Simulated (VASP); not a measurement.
Crystal: MgS (l.bB).

```xyz
2
Lattice="0.0000 2.5950 2.5950 2.5950 0.0000 2.5950 2.5950 2.5950 0.0000" Properties=species:S:1:pos:R:3 pbc="T T T"
Mg    0.0000    0.0000    0.0000
S     2.5950    2.5950    2.5950
```

| Item | Value |
| --- | --- |
| Program | VASP 6.6.1 |
| Task | relaxation of cell and atoms |
| Functional | LDA |
| Potentials or basis | VASP PAW LDA potentials, release 64 (Mg, S) |
| Cutoff | 600 eV |
| k mesh | 8 × 8 × 8 |
| Occupations | gaussian, width 0.02 eV |
| Spin | no spin polarisation |

At the start: pressure -3.3 GPa; volume 17.47 Å³/atom.

Problem. How do energy, volume and symmetry change on relaxing?

Solution. Over 3 steps the energy falls by 7.6 meV/atom and the volume is 16.76 Å³/atom (-4.1 %); space group Fm-3m (No. 225, to 0.05 Å).

The path:
| step | energy change (eV) | largest force (eV/Å) | pressure (GPa) | volume (Å³) |
| --- | --- | --- | --- | --- |
| 1 | 0.0000 | 0.0000 | -3.28 | 34.95 |
| 2 | -0.0143 | 0.0000 | 0.89 | 33.17 |
| 3 | -0.0152 | 0.0000 | 0.00 | 33.51 |

Final structure:
```
CELL_PARAMETERS angstrom
0.00000 2.55889 2.55889
2.55889 0.00000 2.55889
2.55889 2.55889 0.00000
ATOMIC_POSITIONS crystal
Mg 0.00000 0.00000 0.00000
S 0.50000 0.50000 0.50000
```
